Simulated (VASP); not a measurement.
Here is a VASP 6.6.1 calculation.

File INCAR:

```
SYSTEM = Zr4Ag
PREC = Accurate
ENCUT = 520
EDIFF = 1E-6
ISMEAR = 0
SIGMA = 0.1
LREAL = .FALSE.
LASPH = .TRUE.
NELM = 100
ALGO = Fast
ISIF = 2
LWAVE = .FALSE.
LCHARG = .FALSE.
GGA = PE
NBANDS = 38
```

File KPOINTS:

```
Automatic mesh
0
G
  8 8 8
  0 0 0
```

File POSCAR:

```
Zr4Ag
1.0
   -2.7158168603      2.7158168603      4.1709749811
    2.7158168603     -2.7158168603      4.1709749811
    2.7158168603      2.7158168603     -4.1709749811
Zr Ag
4 1
Direct
    0.5000000000      0.0000000000      0.5000000000
    0.0000000000      0.5000000000      0.5000000000
    0.1781219795      0.1781219795      0.0000000000
    0.8218780205      0.8218780205      0.0000000000
    0.5000000000      0.5000000000      0.0000000000
```

Potentials or basis: VASP PAW PBE potentials, release 64 (Zr_sv, Ag).

Run with:

```sh
$ cat potpaw_PBE.64/Zr_sv/POTCAR potpaw_PBE.64/Ag/POTCAR > POTCAR
$ mpirun -np 1 vasp_std > vasp.out
```

(1) What does it give for the pressure?

(2) Estimate the band gap on the k mesh.

Answers

(1) 0.0 GPa.

(2) zero (an odd number of electrons rules out a gap without spin polarisation).
